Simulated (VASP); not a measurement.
# BaTe in VASP: settings compared

BaTe is run at these levels: PBE, r2SCAN, HSE06; tasks: single point.

Everything below comes from runs of VASP 6.6.1. Logs are shortened: lines on timing, memory, paths and dates and some standing lists are left out, and cuts for length are marked.

**1. The cell of the first run**

The structure is trigonal, space group R-3m (No. 166). The conventional cell has a = 4.996 Å, b = 4.996 Å, c = 12.420 Å, α = 90.00°, β = 90.00°, γ = 120.00°. Within 4.7 Å of Ba (site symmetry -3m) lie 6 Te at 3.55 Å. Te (site symmetry -3m) has 6 Ba at 3.55 Å within 4.7 Å.

**2. Single point, PBE (strain along [111] +1.5%)**

The input, INCAR:

```
ALGO = Normal ; EDIFF = 1E-7
ENCUT = 520 ; GGA = PE
ISIF = 2 ; ISMEAR = -1
LASPH = T ; LCHARG = F
LREAL = F ; LWAVE = F
NBANDS = 15 ; NELM = 100
PREC = Accurate ; SIGMA = 0.02
```

The input, KPOINTS:

```
k-points
0
Gamma
  6 6 6
```

The input, POSCAR:

```
BaTe
1.0
    0.0353238684      3.5677107110      3.5677107110
    3.5677107110      0.0353238684      3.5677107110
    3.5677107110      3.5677107110      0.0353238684
Ba Te
1 1
Direct
    0.0000000000      0.0000000000      0.0000000000
    0.5000000000      0.5000000000      0.5000000000
```

Potentials or basis: VASP PAW PBE potentials, release 64 (Ba_sv, Te).

Started as:

```bash
$ cat potpaw_PBE.64/Ba_sv/POTCAR potpaw_PBE.64/Te/POTCAR > POTCAR
$ mpirun -np 1 vasp_std > vasp.out
```

OUTCAR:

```text
EDIFF = 1E-7
   ENCUT = 520
   GGA = PE
   ISIF = 2
   ISMEAR = -1
   LASPH = T
   LREAL = F
   NELM = 100
   PREC = Accurate

 ion  position               nearest neighbor table
   1  0.000  0.000  0.000-   2 3.55   2 3.55   2 3.55   2 3.55   2 3.55   2 3.55
   2  0.500  0.500  0.500-   1 3.55   1 3.55   1 3.55   1 3.55   1 3.55   1 3.55

  LATTYP: Found a trigonal (rhomboedric) cell.
 ALAT       =     5.0456285248
 COS(alpha) =     0.5098759986

  Lattice vectors:

 A1 = (   0.0353238684,   3.5677107110,   3.5677107110)
 A2 = (   3.5677107110,   0.0353238684,   3.5677107110)
 A3 = (   3.5677107110,   3.5677107110,   0.0353238684)

Analysis of symmetry for initial positions (statically):
=====================================================================
 Subroutine PRICEL returns:
 Original cell was already a primitive cell.

 Routine SETGRP: Setting up the symmetry group for a
 trigonal (rhombohedral) supercell.

 Subroutine GETGRP returns: Found 12 space group operations
 (whereof 12 operations were pure point group operations)
 out of a pool of 12 trial point group operations.

The static configuration has the point symmetry D_3d.

Analysis of symmetry for dynamics (positions and initial velocities):
=====================================================================
 Subroutine PRICEL returns:
 Original cell was already a primitive cell.

 Routine SETGRP: Setting up the symmetry group for a
 trigonal (rhombohedral) supercell.

 Subroutine GETGRP returns: Found 12 space group operations
 (whereof 12 operations were pure point group operations)
 out of a pool of 12 trial point group operations.

The dynamic configuration has the point symmetry D_3d.

 Subroutine INISYM returns: Found 12 space group operations
 (whereof 12 operations are pure point group operations),
 and found     1 'primitive' translations

----------------------------------------------------------------------------------------

                                     Primitive cell

  volume of cell :      89.4748

  direct lattice vectors                    reciprocal lattice vectors
     0.035323868  3.567710711  3.567710711    -0.142244629  0.140850073  0.140850073
     3.567710711  0.035323868  3.567710711     0.140850073 -0.142244629  0.140850073
     3.567710711  3.567710711  0.035323868     0.140850073  0.140850073 -0.142244629

  length of vectors
     5.045628525  5.045628525  5.045628525     0.244767279  0.244767279  0.244767279

  position of ions in fractional coordinates (direct lattice)
     0.000000000  0.000000000  0.000000000
     0.500000000  0.500000000  0.500000000

  ion indices of the primitive-cell ions
   primitive index   ion index
                 1           1
                 2           2

----------------------------------------------------------------------------------------

 KPOINTS: k-points

Automatic generation of k-mesh.
 Grid dimensions read from file:
 generate k-points for:    6    6    6

 Generating k-lattice:

  Cartesian coordinates                     Fractional coordinates (reciprocal lattice)
    -0.023707438  0.023475012  0.023475012     0.166666667 -0.000000000 -0.000000000
     0.023475012 -0.023707438  0.023475012    -0.000000000  0.166666667 -0.000000000
     0.023475012  0.023475012 -0.023707438    -0.000000000 -0.000000000  0.166666667

  Length of vectors
     0.040794546  0.040794546  0.040794546

  Shift w.r.t. Gamma in fractional coordinates (k-lattice)
     0.000000000  0.000000000  0.000000000

 Subroutine IBZKPT returns following result:
 ===========================================

 Found     32 irreducible k-points:

 Following reciprocal coordinates:
            Coordinates               Weight
  0.000000  0.000000  0.000000      1.000000
  0.166667  0.000000  0.000000      6.000000
  0.333333  0.000000 -0.000000      6.000000
  0.500000 -0.000000 -0.000000      3.000000
  0.166667  0.166667  0.000000      6.000000
  0.333333  0.166667 -0.000000     12.000000
[... 16 lines left out ...]
  0.500000  0.500000  0.166667      6.000000
 -0.333333  0.500000  0.166667     12.000000
 [... further k-points ...]
   k-points           NKPTS =     32   k-points in BZ     NKDIM =     32   number of bands    NBANDS=     15
   number of dos      NEDOS =    301   number of ions     NIONS =      2
   total plane-waves  NPLWV =  64000
   dimension x,y,z NGX =    40 NGY =   40 NGZ =   40
   dimension x,y,z NGXF=    80 NGYF=   80 NGZF=   80
   ions per type =               1   1
   NGX,Y,Z   is equivalent  to a cutoff of  13.18, 13.18, 13.18 a.u.
   NGXF,Y,Z  is equivalent  to a cutoff of  26.36, 26.36, 26.36 a.u.
 SYSTEM =  unknown system
   PREC   = accura    normal or accurate (medium, high low for compatibility)
   ISTART =      0    job   : 0-new  1-cont  2-samecut
   ICHARG =      2    charge: 1-file 2-atom 10-const
   ISPIN  =      1    spin polarized calculation?
   LNONCOLLINEAR =      F non collinear calculations
   LSORBIT =      F    spin-orbit coupling
   LASPH  =      T    aspherical Exc in radial PAW
   ENCUT  =  520.0 eV  38.22 Ry    6.18 a.u.   9.38  9.38  9.38*2*pi/ulx,y,z
   NELM   =    100;   NELMIN=  2; NELMDL= -5     # of ELM steps
   EDIFF  = 0.1E-06   stopping-criterion for ELM
   LREAL  =      F    real-space projection
   EDIFFG = 0.1E-05   stopping-criterion for IOM
   NSW    =      0    number of steps for IOM
   IBRION =     -1    ionic relax: 0-MD 1-quasi-New 2-CG
   NFREE  =      0    steps in history (QN), initial steepest desc. (CG)
   ISIF   =      2    stress and relaxation
   ISYM   =      2    0-nonsym 1-usesym 2-fastsym
   POTIM  = 0.5000    time-step for ionic-motion
   TEBEG  =    0.0;   TEEND  =   0.0 temperature during run
   PSTRESS=    0.0 pullay stress
   NELECT =      16.0000    total number of electrons
   NUPDOWN=      -1.0000    fix difference up-down
   EMIN   =  10.00;   EMAX   =-10.00  energy-range for DOS
   EFERMI =   0.00;   METHOD = LEGACY
   ISMEAR =    -1;   SIGMA  =   0.02  broadening in eV -4-tet -1-fermi 0-gaus
   EFERMI_NEDOS =   21; number of points for ismear=-14 and -15
   IALGO  =     38    algorithm
   IMIX   =      4    mixing-type and parameters
     AMIX     =   0.40;   BMIX     =  1.00
     AMIX_MAG =   1.60;   BMIX_MAG =  1.00
  volume/ion in A,a.u.               =      44.74       301.90
  Fermi-wavevector in a.u.,A,eV,Ry     =   0.922319  1.742930 11.574103  0.850673
  Thomas-Fermi vector in A             =   2.047833
   LORBIT       =      0    0 simple, 1 ext, 2 COOP (PROOUT), +10 PAW based schemes
   GGA     = PE    functional components
   LHFCALC =     F    Hartree Fock is set to
   AEXX    =    0.0000 exact exchange contribution
   IVDW    =     0    specifies the selected vdW correction
   LEPSILON=     F    determine dielectric tensor
   LRPA    =     F    only Hartree local field effects (RPA)
 non-spin polarized calculation
  energy-cutoff  :      520.00
  volume of cell :       89.47
 maximum number of plane-waves:      2427
 NGX is ok and might be reduce to    40
   NGX = 19   NGY = 19   NGZ = 19

 number of electron      16.0000000 magnetization

 Free energy of the ion-electron system (eV)
  ---------------------------------------------------
  ext. energy  EPLUGINS =         0.00000000
  ---------------------------------------------------
  free energy    TOTEN  =        -8.62801076 eV

  energy without entropy =       -8.62801076  energy(sigma->0) =       -8.62801076

 E-fermi :   2.5116     XC(G=0):  -8.0769

 val. band max:        2.0327518688   @ k =   0.0000   0.0000   0.0000
 cond. band min:       3.6230225270   @ k =   0.5000   0.5000  -0.0000
 fundamental gap:      1.5902706581
 Fermi energy:         2.5116151468

 k-point     1 :       0.0000    0.0000    0.0000
  band No.  band energies     occupation
      1     -25.1188      2.00000
      2     -10.2598      2.00000
      3     -10.2598      2.00000
      4     -10.2588      2.00000
      5      -7.4332      2.00000
      6       1.9841      2.00000
      7       2.0328      2.00000
      8       2.0328      2.00000
      9       4.7459      0.00000
     10       4.9198      0.00000
     11       4.9948      0.00000
     12       4.9948      0.00000
     13       5.5386      0.00000
     14       5.5386      0.00000
     15       8.9968      0.00000

 k-point     2 :       0.1667    0.0000    0.0000
  band No.  band energies     occupation
      1     -25.1162      2.00000
      2     -10.3550      2.00000
      3     -10.2631      2.00000
      4     -10.2613      2.00000
      5      -7.2724      2.00000
      6       1.2603      2.00000
      7       1.6383      2.00000
      8       1.6857      2.00000
      9       4.9743      0.00000
     10       5.2368      0.00000
     11       5.3135      0.00000
     12       5.8550      0.00000
     13       6.2501      0.00000
     14       6.2534      0.00000
     15       9.7855      0.00000

 k-point     3 :       0.3333    0.0000   -0.0000
  band No.  band energies     occupation
      1     -25.1109      2.00000
      2     -10.5239      2.00000
      3     -10.2695      2.00000
      4     -10.2659      2.00000
      5      -6.9626      2.00000
      6       0.2816      2.00000
      7       1.1312      2.00000
      8       1.1844      2.00000
      9       5.3902      0.00000
     10       6.0538      0.00000
     11       6.1421      0.00000
     12       7.1905      0.00000
     13       7.8006      0.00000
     14       7.8022      0.00000
     15       9.8786      0.00000
[... 343 lines left out ...]
 k-point    23 :       0.5000    0.5000    0.1667
  band No.  band energies     occupation
      1     -25.1060      2.00000
      2     -10.4399      2.00000
      3     -10.3544      2.00000
      4     -10.3139      2.00000
      5      -7.1291      2.00000
      6       0.7515      2.00000
      7       1.2167      2.00000
      8       1.4727      2.00000
      9       4.1792      0.00000
     10       6.8143      0.00000
     11       6.9532      0.00000
     12       7.1896      0.00000
     13       7.3478      0.00000
     14       7.6917      0.00000
     15       9.5401      0.00000

 k-point    24 :      -0.3333    0.5000    0.1667
  band No.  band energies     occupation
      1     -25.1050      2.00000
      2     -10.4081      2.00000
      3     -10.3673      2.00000
      4     -10.3549      2.00000
      5      -7.1151      2.00000
      6       0.9753      2.00000
      7       0.9893      2.00000
      8       1.2878      2.00000
      9       4.6007      0.00000
     10       6.4888      0.00000
     11       6.5916      0.00000
     12       7.1313      0.00000
     13       7.6180      0.00000
     14       8.2807      0.00000
     15       9.9073      0.00000

 [... further k-points ...]

------------------------ aborting loop because EDIFF is reached ----------------------------------------

  FORCE on cell =-STRESS in cart. coord.  units (eV):
  Direction    XX          YY          ZZ          XY          YZ          ZX
  --------------------------------------------------------------------------------------
  -------------------------------------------------------------------------------------
  Total       -0.0720827     -0.0720827     -0.0720827     -0.0644812     -0.0644812     -0.0644812
  in kB       -1.2907469     -1.2907469     -1.2907469     -1.1546305     -1.1546305     -1.1546305
  external PRESSURE =      -1.2907469 kB  Pullay stress =       0.0000000 kB

 VOLUME and BASIS-vectors are now :
 -----------------------------------------------------------------------------
  energy-cutoff  :      520.00
  volume of cell :       89.47
      direct lattice vectors                 reciprocal lattice vectors
     0.035323868  3.567710711  3.567710711    -0.142244629  0.140850073  0.140850073
     3.567710711  0.035323868  3.567710711     0.140850073 -0.142244629  0.140850073
     3.567710711  3.567710711  0.035323868     0.140850073  0.140850073 -0.142244629

 POSITION                                       TOTAL-FORCE (eV/Angst)
 -----------------------------------------------------------------------------------
      0.00000      0.00000      0.00000         0.000000     -0.000000      0.000000
      3.58537      3.58537      3.58537        -0.000000      0.000000     -0.000000
 -----------------------------------------------------------------------------------
    total drift:                                0.000000     -0.000000     -0.000000

  FREE ENERGIE OF THE ION-ELECTRON SYSTEM (eV)
  ---------------------------------------------------
  free  energy   TOTEN  =        -8.6280107590 eV

  energy  without entropy=       -8.6280107590  energy(sigma->0) =       -8.62801076
```

Run time: 28 s. Hardware: 1 thread of Intel Xeon 6975P-C (Granite Rapids), shared host; peak memory 0.26 GiB.

What came out:

* Free energy: -8.6280 eV
* Pressure: -0.1 GPa
* Band gap on the k mesh: 1.59 eV (least direct gap 1.97 eV)

Caveat: the cell differs from its parent crystal (strain along [111] +1.5%); spin-orbit coupling is left out, which moves the levels of the heavy elements.

**3. Single point, r2SCAN (strain along [111] +1.5%)**

POSCAR is that of step 2.

The input, INCAR.step1:

```
  PREC = Accurate
  ENCUT = 520
  ISMEAR = 0
  SIGMA = 0.01
  LREAL = F
  LASPH = T
  NELM = 100
  NBANDS = 15
  GGA = PE
  ALGO = Normal
  EDIFF = 1E-4
  LWAVE = T
  LCHARG = F
```

The input, INCAR.step2:

```
  PREC = Accurate
  ENCUT = 520
  EDIFF = 1E-6
  ISMEAR = 0
  SIGMA = 0.01
  LREAL = F
  LASPH = T
  NELM = 100
  ALGO = Normal
  ISIF = 2
  LWAVE = F
  LCHARG = F
  METAGGA = R2SCAN
  LMIXTAU = T
  NBANDS = 15
  ISTART = 1
```

The input, KPOINTS:

```
Automatic mesh
0
Gamma
  6 6 6
```

Potentials or basis: VASP PAW PBE potentials, release 64 (Ba_sv, Te).

Started as:

```bash
$ cat potpaw_PBE.64/Ba_sv/POTCAR potpaw_PBE.64/Te/POTCAR > POTCAR
$ cp INCAR.step1 INCAR
$ mpirun -np 1 vasp_std > vasp.out
$ cp INCAR.step2 INCAR
$ mpirun -np 1 vasp_std > vasp.out
```

OUTCAR:

```text
PREC = Accurate
   ENCUT = 520
   EDIFF = 1E-6
   ISMEAR = 0
   LREAL = F
   LASPH = T
   NELM = 100
   ISIF = 2
   METAGGA = R2SCAN
   ISTART = 1

 ion  position               nearest neighbor table
   1  0.000  0.000  0.000-   2 3.55   2 3.55   2 3.55   2 3.55   2 3.55   2 3.55
   2  0.500  0.500  0.500-   1 3.55   1 3.55   1 3.55   1 3.55   1 3.55   1 3.55

  LATTYP: Found a trigonal (rhomboedric) cell.
 ALAT       =     5.0456285248
 COS(alpha) =     0.5098759986

  Lattice vectors:

 A1 = (   0.0353238684,   3.5677107110,   3.5677107110)
 A2 = (   3.5677107110,   0.0353238684,   3.5677107110)
 A3 = (   3.5677107110,   3.5677107110,   0.0353238684)

Analysis of symmetry for initial positions (statically):
=====================================================================
 Subroutine PRICEL returns:
 Original cell was already a primitive cell.

 Routine SETGRP: Setting up the symmetry group for a
 trigonal (rhombohedral) supercell.

 Subroutine GETGRP returns: Found 12 space group operations
 (whereof 12 operations were pure point group operations)
 out of a pool of 12 trial point group operations.

[... 177 lines left out ...]
      6       1.7699      2.00000
      7       1.8208      2.00000
      8       1.8208      2.00000
      9       5.0776      0.00000
     10       5.1991      0.00000
     11       5.1991      0.00000
     12       5.2342      0.00000
     13       5.8137      0.00000
     14       5.8137      0.00000
[... 401 lines left out ...]
      2     -10.9923      2.00000
      3     -10.9540      2.00000
      4     -10.9386      2.00000
      5      -7.5816      2.00000
      6       0.7543      2.00000
      7       0.7877      2.00000
      8       1.0786      2.00000
      9       4.7634      0.00000
     10       6.7459      0.00000
     11       6.9764      0.00000
     12       7.5360      0.00000
     13       7.9300      0.00000
     14       8.7329      0.00000
     15      10.2931      0.00000

 [... further k-points ...]

------------------------ aborting loop because EDIFF is reached ----------------------------------------

  FORCE on cell =-STRESS in cart. coord.  units (eV):
  Direction    XX          YY          ZZ          XY          YZ          ZX
  --------------------------------------------------------------------------------------
  -------------------------------------------------------------------------------------
  Total       -0.0887683     -0.0887683     -0.0887683     -0.0692550     -0.0692550     -0.0692550
  in kB       -1.5895267     -1.5895267     -1.5895267     -1.2401124     -1.2401124     -1.2401124
  external PRESSURE =      -1.5895267 kB  Pullay stress =       0.0000000 kB

 VOLUME and BASIS-vectors are now :
 -----------------------------------------------------------------------------
  energy-cutoff  :      520.00
  volume of cell :       89.47
      direct lattice vectors                 reciprocal lattice vectors
     0.035323868  3.567710711  3.567710711    -0.142244629  0.140850073  0.140850073
     3.567710711  0.035323868  3.567710711     0.140850073 -0.142244629  0.140850073
     3.567710711  3.567710711  0.035323868     0.140850073  0.140850073 -0.142244629

 POSITION                                       TOTAL-FORCE (eV/Angst)
 -----------------------------------------------------------------------------------
      0.00000      0.00000      0.00000         0.000000      0.000000      0.000000
      3.58537      3.58537      3.58537        -0.000000      0.000000     -0.000000
 -----------------------------------------------------------------------------------
    total drift:                                0.000000     -0.000000     -0.000000

  FREE ENERGIE OF THE ION-ELECTRON SYSTEM (eV)
  ---------------------------------------------------
  free  energy   TOTEN  =       -56.0279263823 eV

  energy  without entropy=      -56.0279263823  energy(sigma->0) =      -56.02792638
```

OUTCAR.step1:

```text
PREC = Accurate
   ENCUT = 520
   ISMEAR = 0
   LREAL = F
   LASPH = T
[... 654 lines left out ...]
 -----------------------------------------------------------------------------------
      0.00000      0.00000      0.00000         0.000000      0.000000     -0.000000
      3.58537      3.58537      3.58537         0.000000      0.000000      0.000000
 -----------------------------------------------------------------------------------
    total drift:                                0.000000     -0.000000     -0.000000

  FREE ENERGIE OF THE ION-ELECTRON SYSTEM (eV)
  ---------------------------------------------------
  free  energy   TOTEN  =        -8.6280135392 eV

  energy  without entropy=       -8.6280135392  energy(sigma->0) =       -8.62801354
```

Run time: 80 s. Hardware: 1 thread of Intel Xeon 6975P-C (Granite Rapids), shared host; peak memory 0.27 GiB.

What came out:

| Property | Result |
| --- | --- |
| Free energy | -56.0279 eV |
| Pressure | -0.2 GPa |
| Band gap on the k mesh | 1.94 eV (least direct gap 2.33 eV) |

Stress tensor (GPa, compression positive):
```
-0.16 -0.12 -0.12
-0.12 -0.16 -0.12
-0.12 -0.12 -0.16
```

Levels at points of the mesh, in eV from the valence-band top:
| k point | band 6 | band 7 | band 8 | band 9 | band 10 | band 11 |
| --- | --- | --- | --- | --- | --- | --- |
| (0.00, 0.00, 0.00) | -0.05 | 0.00 | 0.00 | 3.26 | 3.38 | 3.38 |
| (0.50, 0.00, 0.00) | -2.12 | -1.10 | -1.04 | 4.56 | 5.10 | 5.30 |
| (0.50, 0.50, 0.00) | -1.15 | -0.43 | -0.38 | 1.94 | 4.86 | 5.14 |
| (0.50, 0.50, 0.50) | -2.13 | -1.01 | -1.01 | 4.58 | 5.11 | 5.26 |

Caveat: the cell differs from its parent crystal (strain along [111] +1.5%); the PAW data sets were made with another functional, which shifts forces and pressure a little; spin-orbit coupling is left out, which moves the levels of the heavy elements. A k mesh can miss the band edges.

[end of part 1 of 2]
